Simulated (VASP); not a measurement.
# CaSe (I4/mmm) in VASP: a series of runs

CaSe is run at these levels: PBE, r2SCAN; tasks: single point.

Program: VASP 6.6.1. These are calculated values, not measurements. Logs are shortened: lines on timing, memory, paths and dates and some standing lists are left out, and cuts for length are marked.

### Step 1. The cell of the first run

It takes space group I4/mmm (No. 139, tetragonal). The conventional cell has a = 4.197 Å, b = 4.197 Å, c = 6.049 Å, α = 90.00°, β = 90.00°, γ = 90.00°. Ca (site symmetry 4/mmm) has 6 Se at 2.97 to 3.02 Å within 3.9 Å. Within 3.9 Å of Se (site symmetry 4/mmm) lie 6 Ca at 2.97 to 3.02 Å.

### Step 2. Single point, PBE (uniaxial x strain +1.9%)

INCAR reads:

```
PREC = Accurate
ENCUT = 520
EDIFF = 1E-7
ISMEAR = -1
SIGMA = 0.02
LREAL = F
LASPH = T
NELM = 80
ALGO = Normal
ISIF = 2
LWAVE = F
LCHARG = F
GGA = PE
NBANDS = 15
```

KPOINTS reads:

```
regular mesh
0
Gamma
  8 8 8
```

POSCAR reads:

```
CaSe
1.0
    0.0000000000      2.9675351117      2.9675351117
    3.0245117858      0.0000000000      2.9675351117
    3.0245117858      2.9675351117      0.0000000000
Ca Se
1 1
Direct
    0.0000000000      0.0000000000      0.0000000000
    0.5000000000      0.5000000000      0.5000000000
```

Potentials or basis: VASP PAW PBE potentials, release 64 (Ca_sv, Se).

Command:

```console
> cat potpaw_PBE.64/Ca_sv/POTCAR potpaw_PBE.64/Se/POTCAR > POTCAR
> mpirun -np 1 vasp_std > vasp.out
```

OUTCAR:

```text
PREC = Accurate
   ENCUT = 520
   EDIFF = 1E-7
   ISMEAR = -1
   LREAL = F
   LASPH = T
   NELM = 80
   ISIF = 2
   GGA = PE

 ion  position               nearest neighbor table
   1  0.000  0.000  0.000-   2 2.97   2 2.97   2 2.97   2 2.97
   2  0.500  0.500  0.500-   1 2.97   1 2.97   1 2.97   1 2.97

  LATTYP: Found a body centered tetragonal cell.
 ALAT       =     4.1967284018
 C/A-ratio  =     1.4413664627

  Lattice vectors:

 A1 = (   3.0245117858,   0.0000000000,   2.9675351117)
 A2 = (   3.0245117858,   0.0000000000,  -2.9675351117)
 A3 = (  -3.0245117858,   2.9675351117,   0.0000000000)

Analysis of symmetry for initial positions (statically):
=====================================================================
 Subroutine PRICEL returns:
 Original cell was already a primitive cell.

 Routine SETGRP: Setting up the symmetry group for a
 body centered tetragonal supercell.

 Subroutine GETGRP returns: Found 16 space group operations
 (whereof 16 operations were pure point group operations)
 out of a pool of 16 trial point group operations.

The static configuration has the point symmetry D_4h.

Analysis of symmetry for dynamics (positions and initial velocities):
=====================================================================
 Subroutine PRICEL returns:
 Original cell was already a primitive cell.

 Routine SETGRP: Setting up the symmetry group for a
 body centered tetragonal supercell.

 Subroutine GETGRP returns: Found 16 space group operations
 (whereof 16 operations were pure point group operations)
 out of a pool of 16 trial point group operations.

The dynamic configuration has the point symmetry D_4h.

 Subroutine INISYM returns: Found 16 space group operations
 (whereof 16 operations are pure point group operations),
 and found     1 'primitive' translations

----------------------------------------------------------------------------------------

                                     Primitive cell

  volume of cell :      53.2693

  direct lattice vectors                    reciprocal lattice vectors
     0.000000000  2.967535112  2.967535112    -0.165315937  0.168490003  0.168490003
     3.024511786  0.000000000  2.967535112     0.165315937 -0.168490003  0.168490003
     3.024511786  2.967535112  0.000000000     0.165315937  0.168490003 -0.168490003

  length of vectors
     4.196728402  4.237208536  4.237208536     0.290012278  0.290012278  0.290012278

  position of ions in fractional coordinates (direct lattice)
     0.000000000  0.000000000  0.000000000
     0.500000000  0.500000000  0.500000000

  ion indices of the primitive-cell ions
   primitive index   ion index
                 1           1
                 2           2

----------------------------------------------------------------------------------------

 KPOINTS: regular mesh

Automatic generation of k-mesh.
 Grid dimensions read from file:
 generate k-points for:    8    8    8

 Generating k-lattice:

  Cartesian coordinates                     Fractional coordinates (reciprocal lattice)
    -0.020664492  0.021061250  0.021061250     0.125000000 -0.000000000 -0.000000000
     0.020664492 -0.021061250  0.021061250     0.000000000  0.125000000  0.000000000
     0.020664492  0.021061250 -0.021061250     0.000000000  0.000000000  0.125000000

  Length of vectors
     0.036251535  0.036251535  0.036251535

  Shift w.r.t. Gamma in fractional coordinates (k-lattice)
     0.000000000  0.000000000  0.000000000

 Subroutine IBZKPT returns following result:
 ===========================================

 Found     59 irreducible k-points:

 Following reciprocal coordinates:
            Coordinates               Weight
  0.000000  0.000000  0.000000      1.000000
  0.125000  0.000000  0.000000      8.000000
  0.250000  0.000000  0.000000      8.000000
  0.375000 -0.000000 -0.000000      8.000000
  0.500000  0.000000  0.000000      4.000000
  0.125000  0.125000  0.000000      4.000000
[... 16 lines left out ...]
  0.250000  0.125000  0.125000      4.000000
  0.375000  0.125000  0.125000      8.000000
 [... further k-points ...]
   k-points           NKPTS =     59   k-points in BZ     NKDIM =     59   number of bands    NBANDS=     15
   number of dos      NEDOS =    301   number of ions     NIONS =      2
   total plane-waves  NPLWV =  32768
   dimension x,y,z NGX =    32 NGY =   32 NGZ =   32
   dimension x,y,z NGXF=    64 NGYF=   64 NGZF=   64
   ions per type =               1   1
   NGX,Y,Z   is equivalent  to a cutoff of  12.68, 12.56, 12.56 a.u.
   NGXF,Y,Z  is equivalent  to a cutoff of  25.35, 25.11, 25.11 a.u.
 SYSTEM =  unknown system
   PREC   = accura    normal or accurate (medium, high low for compatibility)
   ISTART =      0    job   : 0-new  1-cont  2-samecut
   ICHARG =      2    charge: 1-file 2-atom 10-const
   ISPIN  =      1    spin polarized calculation?
   LNONCOLLINEAR =      F non collinear calculations
   LSORBIT =      F    spin-orbit coupling
[... 30 lines left out ...]
   AEXX    =    0.0000 exact exchange contribution
   IVDW    =     0    specifies the selected vdW correction
   LEPSILON=     F    determine dielectric tensor
   LRPA    =     F    only Hartree local field effects (RPA)
 non-spin polarized calculation
  energy-cutoff  :      520.00
  volume of cell :       53.27
 maximum number of plane-waves:      1448
   NGX = 15   NGY = 15   NGZ = 15

 number of electron      15.9999997 magnetization

 Free energy of the ion-electron system (eV)
  ---------------------------------------------------
  ext. energy  EPLUGINS =         0.00000000
  ---------------------------------------------------
  free energy    TOTEN  =        -9.48261215 eV

  energy without entropy =       -9.48261215  energy(sigma->0) =       -9.48261215

 E-fermi :   2.6810     XC(G=0):  -9.0327

 val. band max:        2.2502990242   @ k =   0.0000   0.0000   0.0000
 cond. band min:       4.3371053062   @ k =   0.5000   0.5000   0.0000
 fundamental gap:      2.0868062820
 Fermi energy:         2.6810109033

 k-point     1 :       0.0000    0.0000    0.0000
  band No.  band energies     occupation
      1     -37.5884      2.00000
      2     -18.5817      2.00000
      3     -18.5751      2.00000
      4     -18.5751      2.00000
      5      -9.4521      2.00000
      6       2.2455      2.00000
      7       2.2503      2.00000
      8       2.2503      2.00000
      9       5.4224      0.00000
     10       5.8833      0.00000
     11       6.0037      0.00000
     12       6.0037      0.00000
     13       6.4897      0.00000
     14       6.5344      0.00000
     15      11.9238      0.00000

 k-point     2 :       0.1250    0.0000    0.0000
  band No.  band energies     occupation
      1     -37.5876      2.00000
      2     -18.5928      2.00000
      3     -18.5802      2.00000
      4     -18.5759      2.00000
      5      -9.3659      2.00000
      6       1.5026      2.00000
      7       2.0200      2.00000
      8       2.0254      2.00000
      9       5.8018      0.00000
     10       6.1315      0.00000
     11       6.2002      0.00000
     12       6.4384      0.00000
     13       6.8837      0.00000
     14       6.9249      0.00000
     15      12.0432      0.00000

 k-point     3 :       0.2500    0.0000    0.0000
  band No.  band energies     occupation
      1     -37.5855      2.00000
      2     -18.6277      2.00000
      3     -18.5838      2.00000
      4     -18.5779      2.00000
      5      -9.1475      2.00000
      6       0.3060      2.00000
      7       1.5813      2.00000
      8       1.5885      2.00000
      9       5.9468      0.00000
     10       6.6425      0.00000
     11       6.6847      0.00000
     12       7.7001      0.00000
     13       7.8818      0.00000
     14       7.9219      0.00000
     15      11.4917      0.00000
[... 343 lines left out ...]
 k-point    23 :       0.2500    0.1250    0.1250
  band No.  band energies     occupation
      1     -37.5863      2.00000
      2     -18.6090      2.00000
      3     -18.5902      2.00000
      4     -18.5751      2.00000
      5      -9.2340      2.00000
      6       0.7627      2.00000
      7       1.7052      2.00000
      8       1.7581      2.00000
      9       6.1895      0.00000
     10       6.2297      0.00000
     11       6.3221      0.00000
     12       6.6773      0.00000
     13       7.7998      0.00000
     14       7.8551      0.00000
     15      11.8927      0.00000

 k-point    24 :       0.3750    0.1250    0.1250
  band No.  band energies     occupation
      1     -37.5842      2.00000
      2     -18.6403      2.00000
      3     -18.5962      2.00000
      4     -18.5770      2.00000
      5      -9.0194      2.00000
      6      -0.0988      2.00000
      7       1.2968      2.00000
      8       1.3464      2.00000
      9       6.2509      0.00000
     10       6.7691      0.00000
     11       7.1942      0.00000
     12       7.3359      0.00000
     13       8.5184      0.00000
     14       8.9364      0.00000
     15      11.4152      0.00000

 [... further k-points ...]

------------------------ aborting loop because EDIFF is reached ----------------------------------------

  FORCE on cell =-STRESS in cart. coord.  units (eV):
  Direction    XX          YY          ZZ          XY          YZ          ZX
  --------------------------------------------------------------------------------------
  -------------------------------------------------------------------------------------
  Total       -0.3889657      0.1197803      0.1197803      0.0000000      0.0000000      0.0000000
  in kB      -11.6988946      3.6026251      3.6026251      0.0000000      0.0000000      0.0000000
  external PRESSURE =      -1.4978815 kB  Pullay stress =       0.0000000 kB

 VOLUME and BASIS-vectors are now :
 -----------------------------------------------------------------------------
  energy-cutoff  :      520.00
  volume of cell :       53.27
      direct lattice vectors                 reciprocal lattice vectors
     0.000000000  2.967535112  2.967535112    -0.165315937  0.168490003  0.168490003
     3.024511786  0.000000000  2.967535112     0.165315937 -0.168490003  0.168490003
     3.024511786  2.967535112  0.000000000     0.165315937  0.168490003 -0.168490003

 POSITION                                       TOTAL-FORCE (eV/Angst)
 -----------------------------------------------------------------------------------
      0.00000      0.00000      0.00000        -0.000000      0.000000      0.000000
      3.02451      2.96754      2.96754         0.000000     -0.000000      0.000000
 -----------------------------------------------------------------------------------
    total drift:                                0.000000     -0.000000     -0.000000

  FREE ENERGIE OF THE ION-ELECTRON SYSTEM (eV)
  ---------------------------------------------------
  free  energy   TOTEN  =        -9.4826121456 eV

  energy  without entropy=       -9.4826121456  energy(sigma->0) =       -9.48261215
```

It took 43 s on 1 thread of Intel Xeon Platinum 8259CL at 2.50GHz (Skylake/Cascade Lake), shared host; peak memory 0.2 GiB.

What came out:

* Free energy: -9.4826 eV
* Pressure: -0.1 GPa
* Band gap on the k mesh: 2.09 eV (least direct gap 2.96 eV)

Caveat: the cell differs from its parent crystal (uniaxial x strain +1.9%). A k mesh can miss the band edges.

### Step 3. Single point, PBE (uniaxial z strain +1.4%)

INCAR reads:

```
SYSTEM = CaSe
  ALGO = Normal
  EDIFF = 1E-7
  ENCUT = 520
  GGA = PE
  ISIF = 2
  ISMEAR = -1
  LASPH = .TRUE.
  LCHARG = .TRUE.
  LELF = .TRUE.
  LREAL = .FALSE.
  LVHAR = .TRUE.
  LWAVE = .FALSE.
  NBANDS = 15
  NELM = 80
  PREC = Accurate
  SIGMA = 0.02
```

KPOINTS reads:

```
k-points
0
G
  8 8 8
  0 0 0
```

POSCAR reads:

```
CaSe
1.0
    0.0000000000      2.9675351117      3.0099708638
    2.9675351117      0.0000000000      3.0099708638
    2.9675351117      2.9675351117      0.0000000000
Ca Se
1 1
Direct
    0.0000000000      0.0000000000      0.0000000000
    0.5000000000      0.5000000000      0.5000000000
```

Potentials or basis: VASP PAW PBE potentials, release 64 (Ca_sv, Se).

Command:

```console
> cat potpaw_PBE.64/Ca_sv/POTCAR potpaw_PBE.64/Se/POTCAR > POTCAR
> mpirun -np 1 vasp_std > vasp.out
```

Wall time 44 s (1 thread of Intel Xeon Platinum 8259CL at 2.50GHz (Skylake/Cascade Lake), shared host); peak memory 0.2 GiB.

Results (log left out):

| Quantity | Value |
| --- | --- |
| Free energy | -9.4841 eV |
| Pressure | 0.1 GPa |
| Band gap on the k mesh | 2.08 eV (least direct gap 2.96 eV) |

Stress tensor (GPa, compression positive):
```
 0.46  0.00  0.00
 0.00  0.46  0.00
 0.00  0.00 -0.73
```

Levels at points of the mesh, in eV from the valence-band top:
| k point | band 5 | band 6 | band 7 | band 8 | band 9 | band 10 | band 11 | band 12 |
| --- | --- | --- | --- | --- | --- | --- | --- | --- |
| (0.00, 0.00, 0.00) | -11.72 | 0.00 | 0.00 | 0.00 | 3.20 | 3.65 | 3.74 | 3.74 |
| (0.50, 0.00, 0.00) | -11.06 | -3.19 | -1.15 | -1.15 | 4.47 | 5.41 | 5.43 | 5.46 |
| (0.50, 0.50, 0.00) | -11.18 | -2.49 | -0.88 | -0.88 | 2.08 | 4.96 | 4.98 | 5.91 |
| (0.50, 0.00, 0.50) | -11.16 | -2.45 | -0.95 | -0.91 | 2.08 | 4.91 | 5.03 | 5.93 |

Caveat: the cell differs from its parent crystal (uniaxial z strain +1.4%).

### Step 4. Single point, r2SCAN (uniaxial z strain +1.4%)

POSCAR is that of step 3.

INCAR.step1 reads:

```
PREC = Accurate
ENCUT = 520
ISMEAR = 0
SIGMA = 0.01
LREAL = F
LASPH = T
NELM = 100
NBANDS = 15
GGA = PE
ALGO = Normal
EDIFF = 1E-4
LWAVE = T
LCHARG = F
```

INCAR.step2 reads:

```
PREC = Accurate
ENCUT = 520
EDIFF = 1E-6
ISMEAR = 0
SIGMA = 0.01
LREAL = F
LASPH = T
NELM = 100
ALGO = Normal
ISIF = 2
LWAVE = F
LCHARG = F
METAGGA = R2SCAN
LMIXTAU = T
NBANDS = 15
ISTART = 1
```

KPOINTS reads:

```
Automatic mesh
0
Gamma
  8 8 8
```

Command:

```console
> cat potpaw_PBE.64/Ca_sv/POTCAR potpaw_PBE.64/Se/POTCAR > POTCAR
> cp INCAR.step1 INCAR
> mpirun -np 1 vasp_std > vasp.out
> cp INCAR.step2 INCAR
> mpirun -np 1 vasp_std > vasp.out
```

Run time: 2.3 min. Hardware: 1 thread of Intel Xeon Platinum 8259CL at 2.50GHz (Skylake/Cascade Lake), shared host; peak memory 0.22 GiB.

The run converged. Its results:

```yaml
Free_energy: -25.9766 eV
Pressure: -0.5 GPa
Band_gap_on_the_k_mesh: 2.55 eV (least direct gap 3.45 eV)
```

Stress tensor (GPa, compression positive):
```
-0.05  0.00  0.00
 0.00 -0.05  0.00
 0.00  0.00 -1.33
```

Levels at points of the mesh, in eV from the valence-band top:
```tsv
k point	band 4	band 5	band 6	band 7	band 8	band 9	band 10	band 11	band 12	band 13
(0.00, 0.00, 0.00)	-21.48	-12.11	-0.01	0.00	0.00	3.98	4.17	4.26	4.26	4.80
(0.50, 0.00, 0.00)	-21.48	-11.43	-3.19	-1.14	-1.14	5.07	6.02	6.04	6.07	7.95
(0.50, 0.50, 0.00)	-21.51	-11.55	-2.51	-0.89	-0.89	2.55	5.55	5.72	6.56	6.57
(0.50, 0.00, 0.50)	-21.51	-11.53	-2.47	-0.96	-0.93	2.55	5.56	5.71	6.54	6.58
```

Caveat: the cell differs from its parent crystal (uniaxial z strain +1.4%); the PAW data sets were made with another functional, which shifts forces and pressure a little. A k mesh can miss the band edges.

### Step 5. Single point, r2SCAN (uniaxial x strain +1.9%)

POSCAR reads:

```
CaSe
1.0
    0.0000000000      2.9675351117      2.9675351117
    3.0245117858      0.0000000000      2.9675351117
    3.0245117858      2.9675351117      0.0000000000
Ca Se
1 1
Direct
    0.0000000000      0.0000000000      0.0000000000
    0.5000000000      0.5000000000      0.5000000000
```

INCAR.step1 reads:

```
SYSTEM = CaSe
PREC     = Accurate       ! precision mode
ENCUT    = 520            ! plane-wave cutoff, eV
ISMEAR   = 0              ! smearing method
SIGMA    = 0.01           ! smearing width, eV
LREAL    = .FALSE.        ! projectors in reciprocal space
LASPH    = .TRUE.         ! aspherical terms in the spheres
NELM     = 60             ! most SCF steps
NBANDS   = 15             ! bands
GGA      = PE             ! functional
ALGO     = Normal         ! electronic algorithm
EDIFF    = 1E-4           ! SCF threshold, eV
LWAVE    = .TRUE.         ! write WAVECAR
LCHARG   = .FALSE.        ! write CHGCAR
```

INCAR.step2 reads:

```
SYSTEM = CaSe
PREC     = Accurate       ! precision mode
ENCUT    = 520            ! plane-wave cutoff, eV
EDIFF    = 1E-7           ! SCF threshold, eV
ISMEAR   = 0              ! smearing method
SIGMA    = 0.01           ! smearing width, eV
LREAL    = .FALSE.        ! projectors in reciprocal space
LASPH    = .TRUE.         ! aspherical terms in the spheres
NELM     = 60             ! most SCF steps
ALGO     = Normal         ! electronic algorithm
ISIF     = 2              ! what is computed and relaxed
LWAVE    = .FALSE.        ! write WAVECAR
LCHARG   = .TRUE.         ! write CHGCAR
METAGGA  = R2SCAN         ! meta-GGA
LMIXTAU  = .TRUE.       
LELF     = .TRUE.         ! ELF
LVHAR    = .TRUE.       
NBANDS   = 15             ! bands
ISTART   = 1
```

KPOINTS reads:

```
Automatic mesh
0
G
  8 8 8
  0 0 0
```

Command:

```console
> cat potpaw_PBE.64/Ca_sv/POTCAR potpaw_PBE.64/Se/POTCAR > POTCAR
> cp INCAR.step1 INCAR
> mpirun -np 1 vasp_std > vasp.out
> cp INCAR.step2 INCAR
> mpirun -np 1 vasp_std > vasp.out
```

Run time: 2.6 min. Hardware: 1 thread of Intel Xeon Platinum 8259CL at 2.50GHz (Skylake/Cascade Lake), shared host; peak memory 0.22 GiB.

The run converged. Its results:

| Item | Value |
| --- | --- |
| Free energy | -25.9742 eV |
| Pressure | -0.7 GPa |
| Band gap on the k mesh | 2.56 eV (least direct gap 3.44 eV) |

Stress tensor (GPa, compression positive):
```
-1.80  0.00  0.00
 0.00 -0.15  0.00
 0.00  0.00 -0.15
```

Levels at points of the mesh, in eV from the valence-band top:
| k point | band 4 | band 5 | band 6 | band 7 | band 8 | band 9 | band 10 | band 11 | band 12 | band 13 |
| --- | --- | --- | --- | --- | --- | --- | --- | --- | --- | --- |
| (0.00, 0.00, 0.00) | -21.49 | -12.10 | -0.01 | 0.00 | 0.00 | 3.95 | 4.15 | 4.27 | 4.27 | 4.80 |
| (0.50, 0.00, 0.00) | -21.50 | -11.43 | -3.17 | -1.14 | -1.13 | 5.06 | 6.01 | 6.02 | 6.07 | 7.90 |
| (0.50, 0.50, 0.00) | -21.53 | -11.52 | -2.45 | -0.97 | -0.92 | 2.56 | 5.54 | 5.70 | 6.51 | 6.57 |
| (0.00, 0.50, 0.50) | -21.52 | -11.54 | -2.51 | -0.88 | -0.88 | 2.57 | 5.54 | 5.70 | 6.53 | 6.56 |

Caveat: the cell differs from its parent crystal (uniaxial x strain +1.9%); the PAW data sets were made with another functional, which shifts forces and pressure a little. A k mesh can miss the band edges.

### Step 6. Summary

```csv
level,cell,smearing,gap on the mesh (eV),pressure (GPa)
PBE,"a = 4.197, b = 4.237, c = 4.237 Å, angles 59.4, 60.3, 60.3°, 2 atoms",fermi-dirac 0.02 eV,2.09,-0.1
PBE,"a = 4.227, b = 4.227, c = 4.197 Å, angles 60.2, 60.2, 59.5°, 2 atoms",fermi-dirac 0.02 eV,2.08,0.1
r2SCAN,"a = 4.227, b = 4.227, c = 4.197 Å, angles 60.2, 60.2, 59.5°, 2 atoms",gaussian 0.01 eV,2.55,-0.5
r2SCAN,"a = 4.197, b = 4.237, c = 4.237 Å, angles 59.4, 60.3, 60.3°, 2 atoms",gaussian 0.01 eV,2.56,-0.7
```

Alike in all rows: task single point; potentials or basis VASP PAW PBE potentials, release 64 (Ca_sv, Se); no spin polarisation; k mesh 8 × 8 × 8; cutoff (eV) 520.

Caveats: the PAW data sets were made with another functional, which shifts forces and pressure a little (at least some runs).

Total energies depend on the potentials used, so only differences within one code and one set of settings carry meaning.
